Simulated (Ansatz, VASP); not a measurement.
One calculation of MgS, two programs

Contents of INCAR:

```
SYSTEM = MgS
  PREC = Accurate
  ENCUT = 520
  EDIFF = 1E-7
  ISMEAR = -1
  SIGMA = 0.01
  LREAL = .FALSE.
  LASPH = .TRUE.
  NELM = 60
  ALGO = Normal
  ISIF = 2
  LWAVE = .FALSE.
  LCHARG = .FALSE.
  GGA = CA
  NBANDS = 11
```

The input KPOINTS:

```
regular mesh
0
G
  8 8 8
  0 0 0
```

POSCAR

```
MgS
1.0
    0.0000000000      2.5236005000      2.6016500000
    2.5236005000      0.0000000000      2.6016500000
    2.5236005000      2.5236005000      0.0000000000
Mg S
1 1
Direct
    0.0000000000      0.0000000000      0.0000000000
    0.5000000000      0.5000000000      0.5000000000
```

Input for Ansatz:

```yaml
crystal:
  lattice:
    - [0.0, 2.5236005, 2.60165]
    - [2.5236005, 0.0, 2.60165]
    - [2.5236005, 2.5236005, 0.0]
  atoms:
    - { symbol: Mg, position: [0.0, 0.0, 0.0] }
    - { symbol: S, position: [0.5, 0.5, 0.5] }
kpoints:
  mp_grid: { grid: [8, 8, 8] }
  band_path:
    path:
      - [0.0, 0.0, 0.0]
      - [0.0, 0.5, 0.5]
      - [0.25, 0.75, 0.5]
      - [0.0, 0.5, 0.0]
      - [0.0, 0.0, 0.0]
      - [0.5, 0.5, 0.0]
      - [0.3676125, 0.6323875, 0.0]
      - [-0.3676125, 0.3676125, 0.0]
      - [0.0, 0.0, 0.0]
    npoints: 5
scf:
  occupations: { method: fermi_dirac, width: 0.01 }
hamiltonian:
  xc: lda
  pseudopotentials: { kind: all_electron, lapw: { basis_error: 0.00025 } }
output:
  forces: true
  stress: true
  eigenvalues: true
```

Change from the starting cell: equal xx and yy strain of -3 %.

Alike in both runs: task single point; functional LDA; k mesh 8 × 8 × 8; occupations fermi-dirac, width 0.01 eV; no spin polarisation.

|  | VASP | Ansatz |
| --- | --- | --- |
| version | VASP 6.6.1 | Ansatz 0.2.0 |
| potentials or method | VASP PAW LDA potentials, release 64 (Mg, S), cutoff 520 eV | all-electron LAPW, scalar-relativistic |

VASP gave:

- gap on the k mesh at the Fermi level (eV): 2.55
- pressure (GPa): 1.1
- traceless stress, the component that is largest in VASP (GPa): -2.60

Estimate Ansatz's values.

gap on the k mesh at the Fermi level (eV): 2.55; pressure (GPa): 1.7; traceless stress, the component that is largest in VASP (GPa): -2.60.

LDA's correlation is that of Perdew and Zunger in VASP and of Perdew and Wang (1992) in Ansatz. Ansatz ran all-electron here, and VASP with PAW potentials.
